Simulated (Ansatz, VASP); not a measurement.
Two plane-wave programs on LiF

```
Li F
1.0
     3.06395    0.00000    0.00000
    -1.53197    2.65346    0.00000
     0.00000    0.00000    5.00849
Li F
3 3
Direct
  0.16208 0.83792 0.66667
  0.16208 0.32416 0.33333
  0.67584 0.83792 0.00000
  0.83792 0.16208 0.66667
  0.83792 0.67584 0.33333
  0.32416 0.16208 0.00000
```

Alike in both runs: task single point; functional PBE; k mesh 6 × 6 × 4; occupations gaussian, width 0.1 eV; no spin polarisation.

|  | VASP | Ansatz |
| --- | --- | --- |
| version | VASP 6.6.1 | Ansatz 0.2.0 |
| potentials or method | VASP PAW PBE potentials, release 64 (Li_sv, F), cutoff 520 eV | scalar-relativistic, plane waves, PAW |
| valence electrons in the cell | 30 | 30 |

```tsv
	VASP	Ansatz	Ansatz less VASP
gap on the k mesh at the Fermi level (eV)	8.67	8.69	+0.014
least direct gap on the mesh (eV)	8.67	8.69	+0.014
rms of the force components (eV/Å)	0.263	0.249	-0.0144
```

Atom by atom the forces differ by 0.017 eV/Å (rms over components).

Noted on VASP's run: the cutoff is under 1.25 times that of the potentials, so the pressure is a little rough.
